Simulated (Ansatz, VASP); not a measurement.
Two plane-wave programs on HfO2

```
CELL_PARAMETERS angstrom
5.02584 0.00000 0.00000
0.00000 9.94997 0.00000
0.00000 0.00000 5.19251
ATOMIC_POSITIONS crystal
Hf 0.74448 0.88480 0.96505
Hf 0.24448 0.61520 0.03495
Hf 0.25552 0.38480 0.53495
Hf 0.75552 0.11520 0.46505
Hf 0.25552 0.11520 0.03495
Hf 0.75552 0.38480 0.96505
Hf 0.74448 0.61520 0.46505
Hf 0.24448 0.88480 0.53495
O 0.86570 0.79216 0.62111
O 0.36570 0.70784 0.37889
O 0.13430 0.29216 0.87889
O 0.63430 0.20784 0.12111
O 0.13430 0.20784 0.37889
O 0.63430 0.29216 0.62111
O 0.86570 0.70784 0.12111
O 0.36570 0.79216 0.87889
O 0.50291 0.97567 0.26189
O 0.00291 0.52433 0.73811
O 0.49709 0.47567 0.23811
O 0.99709 0.02433 0.76189
O 0.49709 0.02433 0.73811
O 0.99709 0.47567 0.26189
O 0.50291 0.52433 0.76189
O 0.00291 0.97567 0.23811
```

Change from the starting cell: volume scaled by 0.98, ions relaxed.

Alike in both runs: functional PBE; k mesh 5 × 3 × 5; occupations fermi-dirac, width 0.02 eV; no spin polarisation.

Ansatz relaxed the structure, and its values are those at the end. VASP's run is a single point on that final structure, the one shown.

|  | VASP | Ansatz |
| --- | --- | --- |
| version | VASP 6.6.1 | Ansatz 0.2.0 |
| potentials or method | VASP PAW PBE potentials, release 64 (Hf_pv, O) | plane-wave PAW, scalar-relativistic |
| plane-wave cutoff (eV) | 600 | 420 |
| valence electrons in the cell | 176 | 304 |

VASP gave:

- gap on the k mesh at the Fermi level (eV): 4.38
- pressure (GPa): 6.9
- rms of the force components (eV/Å): 0.026

Question: Estimate Ansatz's values.

Answer: gap on the k mesh at the Fermi level (eV): 4.42; pressure (GPa): 10.7; rms of the force components (eV/Å): 0.007.

The functional is the same, so the differences come from potentials, cutoffs and numerics. VASP's potentials hold 176 valence electrons a cell and Ansatz's 304, so a difference there can come from the potentials and not from the codes. Ansatz's warnings: stress scf threshold loose.

Spin-orbit coupling is off throughout.
